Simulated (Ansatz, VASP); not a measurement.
## Rh: VASP beside Ansatz

```
Rh
1.0
     0.00000    1.90155    1.93958
     1.90155    0.00000    1.93958
     1.90155    1.90155    0.00000
Rh
1
Direct
  0.00000 0.00000 0.00000
```

Change from the starting cell: zz strain of +2 %.

Alike in both runs: task single point; functional LDA; k mesh 16 × 16 × 16; occupations fermi-dirac, width 0.03 eV; no spin polarisation.

|  | VASP | Ansatz |
| --- | --- | --- |
| version | VASP 6.6.1 | Ansatz 0.2.0 |
| potentials or method | VASP PAW LDA potentials, release 64 (Rh_pv), cutoff 520 eV | all-electron LAPW, scalar-relativistic |

Ansatz gave:

```
pressure (GPa)                                                : -16.0
traceless stress, the component that is largest in VASP (GPa) : -2.99
```

**Question.** Which values does VASP return?

**Answer.** Pressure (GPa): -15.3; traceless stress, the component that is largest in VASP (GPa): -2.98.

LDA's correlation is that of Perdew and Zunger in VASP and of Perdew and Wang (1992) in Ansatz. Ansatz ran all-electron here, and VASP with PAW potentials.
